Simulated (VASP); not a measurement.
A run of VASP 6.6.1 is set up as follows.

INCAR

```
  PREC = Accurate
  ENCUT = 600
  EDIFF = 1E-7
  ISMEAR = -1
  SIGMA = 0.1
  LREAL = False
  LASPH = True
  NELM = 60
  ALGO = Normal
  ISIF = 3
  LWAVE = False
  LCHARG = False
  GGA = PE
  IBRION = 2
  NSW = 60
  EDIFFG = -0.005
  PSTRESS = 470.0
```

Contents of KPOINTS:

```
Automatic mesh
0
Gamma
  15 15 14
```

POSCAR

```
HfC
1.0
    2.9430001084      0.0000000000      0.0000000000
   -1.4715000542      2.5487128573      0.0000000000
    0.0000000000      0.0000000000      2.8841401063
Hf C
1 1
Direct
    0.0000000000      0.0000000000      0.0000000000
    0.3333333333      0.6666666667      0.5000000000
```

Potentials or basis: VASP PAW PBE potentials, release 64 (Hf_pv, C).

Launch:

```bash
$ cat potpaw_PBE.64/Hf_pv/POTCAR potpaw_PBE.64/C/POTCAR > POTCAR
$ mpirun -np 1 vasp_std > vasp.out
```

(1) Predict the band gap on the k mesh.

(2) What does it give for the relaxed cell?

Results:

(1) zero (bands 7 and 8 overlap by 0.52 eV).

(2) a = 3.033 Å, b = 3.033 Å, c = 2.787 Å, α = 90.00°, β = 90.00°, γ = 120.00°.

Caveat: the cell is relaxed towards a set pressure, so the run minimises the enthalpy, not the energy; spin-orbit coupling is left out, which moves the levels of the heavy elements.
